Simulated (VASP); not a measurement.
A run of VASP 6.6.1:

File INCAR:

```
SYSTEM = Pd
PREC = Accurate
ENCUT = 520
EDIFF = 1E-7
ISMEAR = -1
SIGMA = 0.1
LREAL = .False.
LASPH = .True.
NELM = 80
ALGO = Normal
ISIF = 2
LWAVE = .False.
LCHARG = .True.
GGA = CA
LELF = .True.
LVHAR = .True.
NBANDS = 11
```

The input KPOINTS:

```
regular mesh
0
Gamma
  14 14 14
  0 0 0
```

File POSCAR:

```
Pd
1.0
    2.5728666626      0.0000000000      0.0000000000
    0.0000000000      2.5728666626      0.0000000000
    0.0000000000      0.0000000000      2.5728666626
Pd
1
Direct
    0.0000000000      0.0000000000      0.0000000000
```

Potentials or basis: VASP PAW LDA potentials, release 64 (Pd).

The run is started by

```sh
$ cat potpaw_LDA.64/Pd/POTCAR > POTCAR
$ mpirun -np 1 vasp_std > vasp.out
```

Hardware: 1 thread of Intel Xeon 8259CL, with other jobs on the host.

Estimate the wall time of this run.

It took 14 s on 1 thread of Intel Xeon 8259CL (shared host), peak memory 0.13 GiB. Counts: scf iterations 11, k points 120.
